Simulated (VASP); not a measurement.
LuNO:

```
Lu N O
1.0
     3.87133    0.00000    0.00000
    -1.93567    3.35267    0.00000
     0.00000    0.00000    3.38971
Lu N O
1 1 1
Direct
  0.33333 0.66667 0.00000
  0.00000 0.00000 0.50000
  0.66667 0.33333 0.50000
```

| Property | Result |
| --- | --- |
| Program | VASP 6.6.1 |
| Task | relaxation of cell and atoms |
| Functional | PBE |
| Potentials or basis | VASP PAW PBE potentials, release 64 (Lu, N, O) |
| Cutoff | 600 eV |
| k mesh | 6 × 6 × 6 |
| Occupations | gaussian, width 0.1 eV |
| Spin | no spin polarisation |

At the start: pressure -23.6 GPa; volume 14.67 Å³/atom.

**Question.** How do energy, volume and symmetry change on relaxing?

**Answer.** Over 7 steps the energy falls by 323.5 meV/atom and the volume is 11.24 Å³/atom (-23.4 %); space group P-6m2 (No. 187, to 0.05 Å).

Step by step:
| step | energy change (eV) | largest force (eV/Å) | pressure (GPa) | volume (Å³) |
| --- | --- | --- | --- | --- |
| 1 | 0.0000 | 0.0000 | -23.62 | 44.00 |
| 2 | -0.8923 | 0.0000 | 11.69 | 31.61 |
| 3 | -0.9685 | 0.0000 | 0.50 | 33.71 |
| 4 | -0.9683 | 0.0000 | -0.43 | 33.90 |
| 5 | -0.9698 | 0.0000 | -0.76 | 33.93 |
| 6 | -0.9703 | 0.0000 | -0.69 | 33.92 |
| 7 | -0.9704 | 0.0000 | 0.06 | 33.71 |

Final structure:
```yaml
crystal:
  lattice:
    - [3.58179, 0.00000, 0.00000]
    - [-1.79089, 3.10192, 0.00000]
    - [0.00000, 0.00000, 3.03383]
  atoms:
    - { symbol: Lu, position: [0.33333, 0.66667, 0.00000] }
    - { symbol: N, position: [0.00000, 0.00000, 0.50000] }
    - { symbol: O, position: [0.66667, 0.33333, 0.50000] }
```

Caveat: the volume moved by over 15 % at a fixed basis, so the end points are rough.
